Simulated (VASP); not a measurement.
Co, 12 atoms in the cell. The cell holds a slab with vacuum, 12 atoms: a = 5.020 Å, b = 5.020 Å, c = 16.071 Å, α = 90.00°, β = 90.00°, γ = 60.00°. 

| Property | Result |
| --- | --- |
| Program | VASP 6.6.1 |
| Task | single point |
| Functional | PBEsol |
| Potentials or basis | VASP PAW PBE potentials, release 64 (Co) |
| Cutoff | 520 eV |
| k mesh | 3 × 3 × 1 |
| Occupations | fermi-dirac, width 0.1 eV |
| Spin | collinear spin, ferromagnetic start |
| Starting moments | [1.8, 1.8, 1.8, 1.8, 1.8, 1.8, 1.8, 1.8, 1.8, 1.8, 1.8, 1.8] μB |
| Dipole correction | no |
| Further INCAR settings | ALGO = Normal; EDIFF = 1e-06; NBANDS = 70 |

Potentials or basis: VASP PAW PBE potentials, release 64 (Co).

Launch:

```console
$ cat potpaw_PBE.64/Co/POTCAR > POTCAR
$ mpirun -np 1 vasp_std > vasp.out
```

Hardware: 1 thread of Intel(R) Xeon(R) Platinum 8488C (Sapphire Rapids) (shared host).

**Question.** How long does it take, and how much memory?

**Answer.** Wall time 6.9 min on 1 thread of Intel(R) Xeon(R) Platinum 8488C (Sapphire Rapids), on a shared host, peak memory 0.64 GiB. Counts: scf iterations 33, k points 3.
